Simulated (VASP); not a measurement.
# HfO2 (P2_1/c) in VASP: notebook

The runs below take HfO2 through single point, with PBE.

Program: VASP 6.6.1. These are calculated values, not measurements. Logs are shortened: lines on timing, memory, paths and dates and some standing lists are left out, and cuts for length are marked.

## Step 1: The cell of the first run

Symmetry: P2_1/c, No. 14, monoclinic system. The conventional cell has a = 5.014 Å, b = 5.080 Å, c = 5.176 Å, α = 90.00°, β = 99.35°, γ = 90.00°. Within 2.7 Å of Hf (site symmetry 1) lie 7 O at 2.01 to 2.18 Å. Within 2.9 Å of O (site symmetry 1) lie 4 Hf at 2.09 to 2.18 Å and 7 O at 2.50 to 2.90 Å. Within 2.9 Å of O (site symmetry 1) lie 3 Hf at 2.01 to 2.15 Å and 8 O at 2.51 to 2.90 Å.

## Step 2: Single point, PBE (10.84 Å³/atom)

INCAR

```
SYSTEM = HfO2
ALGO = Normal
EDIFF = 1E-6
ENCUT = 520
GGA = PE
ISIF = 2
ISMEAR = -1
LASPH = .True.
LCHARG = .False.
LREAL = .False.
LWAVE = .False.
NBANDS = 56
NELM = 60
PREC = Accurate
SIGMA = 0.02
```

KPOINTS

```
k-points
0
Gamma
  6 6 6
  0 0 0
```

POSCAR

```
HfO2
1.0
    5.0135217044      0.0000000000      0.0000000000
    0.0000000000      5.0798396840      0.0000000000
   -0.8411344054      0.0000000000      5.1074318236
Hf O
4 8
Direct
    0.2778310348      0.0406570979      0.2081158387
    0.7221689652      0.5406570979      0.2918841613
    0.7221689652      0.9593429021      0.7918841613
    0.2778310348      0.4593429021      0.7081158387
    0.4414722836      0.7607656271      0.4865180534
    0.5585277164      0.2607656271      0.0134819466
    0.5585277164      0.2392343729      0.5134819466
    0.4414722836      0.7392343729      0.9865180534
    0.0855990818      0.3647993103      0.3175587221
    0.9144009182      0.8647993103      0.1824412779
    0.9144009182      0.6352006897      0.6824412779
    0.0855990818      0.1352006897      0.8175587221
```

Potentials or basis: VASP PAW PBE potentials, release 64 (Hf_pv, O).

Command:

```
cat potpaw_PBE.64/Hf_pv/POTCAR potpaw_PBE.64/O/POTCAR > POTCAR
mpirun -np 1 vasp_std > vasp.out
```

OUTCAR:

```text
SYSTEM = HfO2
   EDIFF = 1E-6
   ENCUT = 520
   GGA = PE
   ISIF = 2
   ISMEAR = -1
   LASPH = .True.
   LREAL = .False.
   NELM = 60
   PREC = Accurate

 ion  position               nearest neighbor table
   1  0.278  0.041  0.208-  10 2.01   9 2.03   5 2.09  12 2.15   8 2.15   6 2.17   7 2.18   3 3.26
                             4 3.35   4 3.35   2 3.36   2 3.36   3 3.37   3 3.48   2 3.85   2 3.85
   2  0.722  0.541  0.292-   9 2.01  10 2.03   6 2.09  11 2.15   7 2.15   5 2.17   8 2.18   4 3.26
                             3 3.35   3 3.35   1 3.36   1 3.36   4 3.37   4 3.48   1 3.85   1 3.85
   3  0.722  0.959  0.792-  12 2.01  11 2.03   7 2.09  10 2.15   6 2.15   8 2.17   5 2.18   1 3.26
                             2 3.35   2 3.35   4 3.36   4 3.36   1 3.37   1 3.48   4 3.85   4 3.85
   4  0.278  0.459  0.708-  11 2.01  12 2.03   8 2.09   9 2.15   5 2.15   7 2.17   6 2.18   2 3.26
                             1 3.35   1 3.35   3 3.36   3 3.36   2 3.37   2 3.48   3 3.85   3 3.85
   5  0.441  0.761  0.487-   1 2.09   4 2.15   2 2.17   3 2.18
   6  0.559  0.261  0.013-   2 2.09   3 2.15   1 2.17   4 2.18
   7  0.559  0.239  0.513-   3 2.09   2 2.15   4 2.17   1 2.18
   8  0.441  0.739  0.987-   4 2.09   1 2.15   3 2.17   2 2.18
   9  0.086  0.365  0.318-   2 2.01   1 2.03   4 2.15
  10  0.914  0.865  0.182-   1 2.01   2 2.03   3 2.15
  11  0.914  0.635  0.682-   4 2.01   3 2.03   2 2.15
  12  0.086  0.135  0.818-   3 2.01   4 2.03   1 2.15

  LATTYP: Found a simple monoclinic cell.
 ALAT       =     5.0135217044
 B/A-ratio  =     1.0132278234
 C/A-ratio  =     1.0324540836
 COS(beta)  =    -0.1624993963

  Lattice vectors:

 A1 = (   5.0135217044,   0.0000000000,   0.0000000000)
 A2 = (   0.0000000000,   5.0798396840,   0.0000000000)
 A3 = (  -0.8411344054,   0.0000000000,   5.1074318236)

Analysis of symmetry for initial positions (statically):
=====================================================================
 Subroutine PRICEL returns:
 Original cell was already a primitive cell.

 Routine SETGRP: Setting up the symmetry group for a
 simple monoclinic supercell.

 Subroutine GETGRP returns: Found  4 space group operations
 (whereof  2 operations were pure point group operations)
 out of a pool of  4 trial point group operations.

The static configuration has the point symmetry S_2 .
 The point group associated with its full space group is C_2h.

Analysis of symmetry for dynamics (positions and initial velocities):
=====================================================================
 Subroutine PRICEL returns:
 Original cell was already a primitive cell.

 Routine SETGRP: Setting up the symmetry group for a
 simple monoclinic supercell.

 Subroutine GETGRP returns: Found  4 space group operations
 (whereof  2 operations were pure point group operations)
 out of a pool of  4 trial point group operations.

The dynamic configuration has the point symmetry S_2 .
 The point group associated with its full space group is C_2h.

 Subroutine INISYM returns: Found  4 space group operations
 (whereof  2 operations are pure point group operations),
 and found     1 'primitive' translations

----------------------------------------------------------------------------------------

                                     Primitive cell

  volume of cell :     130.0755

  direct lattice vectors                    reciprocal lattice vectors
     5.013521704  0.000000000  0.000000000     0.199460591  0.000000000  0.032848831
     0.000000000  5.079839684  0.000000000     0.000000000  0.196856606  0.000000000
    -0.841134405  0.000000000  5.107431824     0.000000000  0.000000000  0.195793118

  length of vectors
     5.013521704  5.079839684  5.176230957     0.202147404  0.196856606  0.195793118

  position of ions in fractional coordinates (direct lattice)
     0.277831035  0.040657098  0.208115839
     0.722168965  0.540657098  0.291884161
     0.722168965  0.959342902  0.791884161
     0.277831035  0.459342902  0.708115839
     0.441472284  0.760765627  0.486518053
     0.558527716  0.260765627  0.013481947
     0.558527716  0.239234373  0.513481947
     0.441472284  0.739234373  0.986518053
     0.085599082  0.364799310  0.317558722
     0.914400918  0.864799310  0.182441278
     0.914400918  0.635200690  0.682441278
     0.085599082  0.135200690  0.817558722

  ion indices of the primitive-cell ions
   primitive index   ion index
                 1           1
                 2           2
                 3           3
                 4           4
                 5           5
                 6           6
                 7           7
                 8           8
                 9           9
                10          10
                11          11
                12          12

----------------------------------------------------------------------------------------

 KPOINTS: k-points

Automatic generation of k-mesh.
 Grid dimensions read from file:
 generate k-points for:    6    6    6

 Generating k-lattice:

  Cartesian coordinates                     Fractional coordinates (reciprocal lattice)
     0.033243432  0.000000000  0.005474805     0.166666667  0.000000000  0.000000000
     0.000000000  0.032809434  0.000000000     0.000000000  0.166666667  0.000000000
     0.000000000  0.000000000  0.032632186     0.000000000  0.000000000  0.166666667

  Length of vectors
     0.033691234  0.032809434  0.032632186

  Shift w.r.t. Gamma in fractional coordinates (k-lattice)
     0.000000000  0.000000000  0.000000000

 Subroutine IBZKPT returns following result:
 ===========================================

 Found     80 irreducible k-points:

 Following reciprocal coordinates:
            Coordinates               Weight
  0.000000  0.000000  0.000000      1.000000
  0.166667  0.000000 -0.000000      2.000000
  0.333333  0.000000  0.000000      2.000000
  0.500000  0.000000 -0.000000      1.000000
  0.000000  0.166667  0.000000      2.000000
  0.166667  0.166667 -0.000000      4.000000
[... 16 lines left out ...]
  0.000000  0.166667  0.166667      4.000000
  0.166667  0.166667  0.166667      4.000000
 [... further k-points ...]
   k-points           NKPTS =     80   k-points in BZ     NKDIM =     80   number of bands    NBANDS=     56
   number of dos      NEDOS =    301   number of ions     NIONS =     12
   total plane-waves  NPLWV =  64000
   dimension x,y,z NGX =    40 NGY =   40 NGZ =   40
   dimension x,y,z NGXF=    80 NGYF=   80 NGZF=   80
   ions per type =               4   8
   NGX,Y,Z   is equivalent  to a cutoff of  13.26, 13.09, 12.85 a.u.
   NGXF,Y,Z  is equivalent  to a cutoff of  26.53, 26.18, 25.69 a.u.
 SYSTEM =  HfO2
   PREC   = accura    normal or accurate (medium, high low for compatibility)
   ISTART =      0    job   : 0-new  1-cont  2-samecut
   ICHARG =      2    charge: 1-file 2-atom 10-const
   ISPIN  =      1    spin polarized calculation?
   LNONCOLLINEAR =      F non collinear calculations
   LSORBIT =      F    spin-orbit coupling
   LASPH  =      T    aspherical Exc in radial PAW
   ENCUT  =  520.0 eV  38.22 Ry    6.18 a.u.   9.32  9.45  9.62*2*pi/ulx,y,z
   NELM   =     60;   NELMIN=  2; NELMDL= -5     # of ELM steps
   EDIFF  = 0.1E-05   stopping-criterion for ELM
   LREAL  =      F    real-space projection
   EDIFFG = 0.1E-04   stopping-criterion for IOM
   NSW    =      0    number of steps for IOM
   IBRION =     -1    ionic relax: 0-MD 1-quasi-New 2-CG
   NFREE  =      0    steps in history (QN), initial steepest desc. (CG)
   ISIF   =      2    stress and relaxation
   ISYM   =      2    0-nonsym 1-usesym 2-fastsym
   POTIM  = 0.5000    time-step for ionic-motion
   TEBEG  =    0.0;   TEEND  =   0.0 temperature during run
   PSTRESS=    0.0 pullay stress
   NELECT =      88.0000    total number of electrons
   NUPDOWN=      -1.0000    fix difference up-down
   EMIN   =  10.00;   EMAX   =-10.00  energy-range for DOS
   EFERMI =   0.00;   METHOD = LEGACY
   ISMEAR =    -1;   SIGMA  =   0.02  broadening in eV -4-tet -1-fermi 0-gaus
   EFERMI_NEDOS =   21; number of points for ismear=-14 and -15
   IALGO  =     38    algorithm
   IMIX   =      4    mixing-type and parameters
     AMIX     =   0.40;   BMIX     =  1.00
     AMIX_MAG =   1.60;   BMIX_MAG =  1.00
  volume/ion in A,a.u.               =      10.84        73.15
  Fermi-wavevector in a.u.,A,eV,Ry     =   1.437156  2.715831 28.101707  2.065417
  Thomas-Fermi vector in A             =   2.556265
   LORBIT       =      0    0 simple, 1 ext, 2 COOP (PROOUT), +10 PAW based schemes
   GGA     = PE    functional components
[... 5 lines left out ...]
 non-spin polarized calculation
  energy-cutoff  :      520.00
  volume of cell :      130.08
 maximum number of plane-waves:      3526
 NGX is ok and might be reduce to    40
   NGX = 19   NGY = 19   NGZ = 19

 number of electron      88.0000013 magnetization

 Free energy of the ion-electron system (eV)
  ---------------------------------------------------
  ext. energy  EPLUGINS =         0.00000000
  ---------------------------------------------------
  free energy    TOTEN  =      -121.57800420 eV

  energy without entropy =     -121.57800420  energy(sigma->0) =     -121.57800420

 E-fermi :   3.9452     XC(G=0): -11.7967

 val. band max:        3.4979822054   @ k =  -0.1667   0.0000   0.1667
 cond. band min:       7.8096549241   @ k =   0.5000   0.0000  -0.0000
 fundamental gap:      4.3116727186
 Fermi energy:         3.9451985880

 k-point     1 :       0.0000    0.0000    0.0000
  band No.  band energies     occupation
      1     -25.8618      2.00000
      2     -25.8179      2.00000
      3     -25.8079      2.00000
      4     -25.5383      2.00000
      5     -25.4812      2.00000
      6     -25.4493      2.00000
[... 1405 lines left out ...]
     55      11.2355      0.00000
     56      11.7089      0.00000

 [... further k-points ...]

------------------------ aborting loop because EDIFF is reached ----------------------------------------

  FORCE on cell =-STRESS in cart. coord.  units (eV):
  Direction    XX          YY          ZZ          XY          YZ          ZX
  --------------------------------------------------------------------------------------
  -------------------------------------------------------------------------------------
  Total       11.1999285     15.4757929      9.2870006      0.0000000      0.0000000      1.3594871
  in kB      137.9527458    190.6197993    114.3906620      0.0000000      0.0000000     16.7451938
  external PRESSURE =     147.6544024 kB  Pullay stress =       0.0000000 kB

 VOLUME and BASIS-vectors are now :
 -----------------------------------------------------------------------------
  energy-cutoff  :      520.00
  volume of cell :      130.08
      direct lattice vectors                 reciprocal lattice vectors
     5.013521704  0.000000000  0.000000000     0.199460591  0.000000000  0.032848831
     0.000000000  5.079839684  0.000000000     0.000000000  0.196856606  0.000000000
    -0.841134405  0.000000000  5.107431824     0.000000000  0.000000000  0.195793118

 POSITION                                       TOTAL-FORCE (eV/Angst)
 -----------------------------------------------------------------------------------
      1.21786      0.20653      1.06294        -0.006965      0.027038     -0.056408
      3.37510      2.74645      1.49078         0.006965      0.027038      0.056408
      2.95453      4.87331      4.04449         0.006965     -0.027038      0.056408
      0.79729      2.33339      3.61665        -0.006965     -0.027038     -0.056408
      1.80410      3.86457      2.48486         0.056448     -0.009024     -0.000635
      2.78885      1.32465      0.06886        -0.056448     -0.009024      0.000635
      2.36828      1.21527      2.62257        -0.056448      0.009024      0.000635
      1.38354      3.75519      5.03857         0.056448      0.009024     -0.000635
      0.16204      1.85312      1.62191        -0.018387     -0.043992      0.052089
      4.43091      4.39304      0.93181         0.018387     -0.043992     -0.052089
      4.01034      3.22672      3.48552         0.018387      0.043992     -0.052089
     -0.25852      0.68680      4.17563        -0.018387      0.043992      0.052089
 -----------------------------------------------------------------------------------
    total drift:                                0.000000      0.000000     -0.000000

  FREE ENERGIE OF THE ION-ELECTRON SYSTEM (eV)
  ---------------------------------------------------
  free  energy   TOTEN  =      -121.5780041961 eV

  energy  without entropy=     -121.5780041961  energy(sigma->0) =     -121.57800420
```

Run time: 13 min. Hardware: 1 thread of Intel Xeon Platinum 8259CL at 2.50GHz (Skylake/Cascade Lake), shared host; peak memory 0.52 GiB.

Results:

```yaml
Free_energy: -121.5780 eV
Pressure: 14.8 GPa
Largest_force: 0.071 eV/Å
Band_gap_on_the_k_mesh: 4.31 eV (least direct gap 4.40 eV)
```

Forces on the atoms (eV/Å):
```
Hf  -0.007  0.027 -0.056
Hf   0.007  0.027  0.056
Hf   0.007 -0.027  0.056
Hf  -0.007 -0.027 -0.056
O    0.056 -0.009 -0.001
O   -0.056 -0.009  0.001
O   -0.056  0.009  0.001
O    0.056  0.009 -0.001
O   -0.018 -0.044  0.052
O    0.018 -0.044 -0.052
O    0.018  0.044 -0.052
O   -0.018  0.044  0.052
```

Levels at points of the mesh, in eV from the valence-band top:
| k point | band 42 | band 43 | band 44 | band 45 | band 46 | band 47 |
| --- | --- | --- | --- | --- | --- | --- |
| (0.00, 0.00, 0.00) | -0.18 | -0.12 | -0.01 | 4.61 | 5.60 | 5.61 |
| (0.50, 0.00, 0.00) | -0.59 | -0.19 | -0.11 | 4.31 | 5.51 | 5.72 |
| (0.00, 0.50, 0.00) | -0.82 | -0.44 | -0.44 | 5.22 | 5.22 | 5.81 |
| (0.50, 0.50, 0.00) | -0.94 | -0.63 | -0.63 | 5.08 | 5.08 | 5.53 |
| (0.00, 0.00, 0.50) | -0.75 | -0.24 | -0.24 | 4.91 | 4.91 | 5.62 |
| (0.50, 0.00, 0.50) | -0.83 | -0.23 | -0.23 | 4.64 | 4.64 | 5.58 |
| (0.00, 0.50, 0.50) | -0.79 | -0.53 | -0.53 | 5.07 | 5.07 | 5.60 |
| (0.50, 0.50, 0.50) | -1.02 | -0.62 | -0.62 | 5.15 | 5.15 | 5.51 |

Caveat: the cell stands under pressure; spin-orbit coupling is left out, which moves the levels of the heavy elements. A k mesh can miss the band edges.

## Step 3: Single point, PBE (11.76 Å³/atom)

This run uses another cell than the first one, of 11.76 Å³/atom.

INCAR

```
PREC = Accurate ; ENCUT = 520
EDIFF = 1E-6 ; ISMEAR = -1
SIGMA = 0.02 ; LREAL = False
LASPH = True ; NELM = 80
ALGO = Normal ; ISIF = 2
LWAVE = False ; LCHARG = False
GGA = PE ; NBANDS = 56
```

KPOINTS

```
Automatic mesh
0
Gamma
  6 6 6
```

POSCAR

```
HfO2
1.0
    5.1518950275      0.0000000000      0.0000000000
    0.0000000000      5.2200433850      0.0000000000
   -0.8643497359      0.0000000000      5.2483970684
Hf O
4 8
Direct
    0.2759839957      0.0423361218      0.2083091275
    0.7240160043      0.5423361218      0.2916908725
    0.7240160043      0.9576638782      0.7916908725
    0.2759839957      0.4576638782      0.7083091275
    0.4484601291      0.7577193304      0.4780833559
    0.5515398709      0.2577193304      0.0219166441
    0.5515398709      0.2422806696      0.5219166441
    0.4484601291      0.7422806696      0.9780833559
    0.0693472864      0.3323667300      0.3451795486
    0.9306527136      0.8323667300      0.1548204514
    0.9306527136      0.6676332700      0.6548204514
    0.0693472864      0.1676332700      0.8451795486
```

Potentials or basis: VASP PAW PBE potentials, release 64 (Hf_pv, O).

Command:

```
cat potpaw_PBE.64/Hf_pv/POTCAR potpaw_PBE.64/O/POTCAR > POTCAR
mpirun -np 1 vasp_std > vasp.out
```

Run time: 8.8 min. Hardware: 1 thread of Intel Xeon Platinum 8259CL at 2.50GHz (Skylake/Cascade Lake), shared host; peak memory 0.56 GiB.

Results (log left out):

```yaml
Free_energy: -122.0604 eV
Pressure: -2.2 GPa
Largest_force: 0.091 eV/Å
Band_gap_on_the_k_mesh: 4.00 eV (least direct gap 4.08 eV)
```

Forces on the atoms (eV/Å):
```
Hf  -0.067  0.022 -0.058
Hf   0.067  0.022  0.058
Hf   0.067 -0.022  0.058
Hf  -0.067 -0.022 -0.058
O    0.054  0.002 -0.012
O   -0.054  0.002  0.012
O   -0.054 -0.002  0.012
O    0.054 -0.002 -0.012
O   -0.001  0.011  0.034
O    0.001  0.011 -0.034
O    0.001 -0.011 -0.034
O   -0.001 -0.011  0.034
```

Stress tensor (GPa, compression positive):
```
-2.48  0.00 -0.68
 0.00 -2.61  0.00
-0.68  0.00 -1.56
```

Levels at points of the mesh, in eV from the valence-band top:
```csv
k point,band 40,band 41,band 42,band 43,band 44,band 45,band 46,band 47,band 48,band 49
"(0.00, 0.00, 0.00)",-1.01,-0.58,-0.57,-0.24,0.00,4.44,4.96,5.09,5.42,5.57
"(0.50, 0.00, 0.00)",-0.92,-0.74,-0.60,-0.48,-0.09,4.00,4.99,5.09,5.12,5.73
"(0.00, 0.50, 0.00)",-1.12,-0.82,-0.82,-0.47,-0.47,4.91,4.91,5.46,5.46,5.79
"(0.50, 0.50, 0.00)",-1.43,-0.93,-0.93,-0.61,-0.61,4.66,4.66,5.14,5.14,5.94
"(0.00, 0.00, 0.50)",-1.03,-0.88,-0.88,-0.52,-0.52,4.67,4.67,5.10,5.10,5.98
"(0.50, 0.00, 0.50)",-1.30,-1.01,-1.01,-0.51,-0.51,4.31,4.31,5.39,5.39,5.59
"(0.00, 0.50, 0.50)",-0.96,-0.92,-0.92,-0.69,-0.69,4.86,4.86,5.03,5.03,5.74
"(0.50, 0.50, 0.50)",-1.20,-1.08,-1.08,-0.76,-0.76,4.48,4.48,5.16,5.16,5.56
```

Caveat: spin-orbit coupling is left out, which moves the levels of the heavy elements.
